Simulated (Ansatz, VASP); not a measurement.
Two plane-wave programs on Ag

```
Ag
1.0
     0.00000    2.07369    2.07369
     2.07369    0.00000    2.07369
     2.07369    2.07369    0.00000
Ag
1
Cartesian
  0.0000 0.0000 0.0000
```

Alike in both runs: functional PBE; k mesh 18 × 18 × 18; occupations gaussian, width 0.1 eV; no spin polarisation.

Ansatz relaxed the structure, and its values are those at the end. VASP's run is a single point on that final structure, the one shown.

|  | VASP | Ansatz |
| --- | --- | --- |
| version | VASP 6.6.1 | Ansatz 0.2.0 |
| potentials or method | VASP PAW PBE potentials, release 64 (Ag), cutoff 520 eV | scalar-relativistic, plane waves, PAW |
| valence electrons in the cell | 11 | 19 |

Ansatz gave:

| Quantity | Value |
| --- | --- |
| gap on the k mesh at the Fermi level (eV) | none |
| pressure (GPa) | 0.0 |

Problem. What did VASP give for the same quantities?

Solution. gap on the k mesh at the Fermi level (eV): none; pressure (GPa): -0.1.

A gap of «none» marks a metal or a gap that the smearing closes. With one functional, cell and mesh, what is left measures potentials, basis and numerics. VASP's potentials hold 11 valence electrons a cell and Ansatz's 19, so a difference there can come from the potentials and not from the codes.
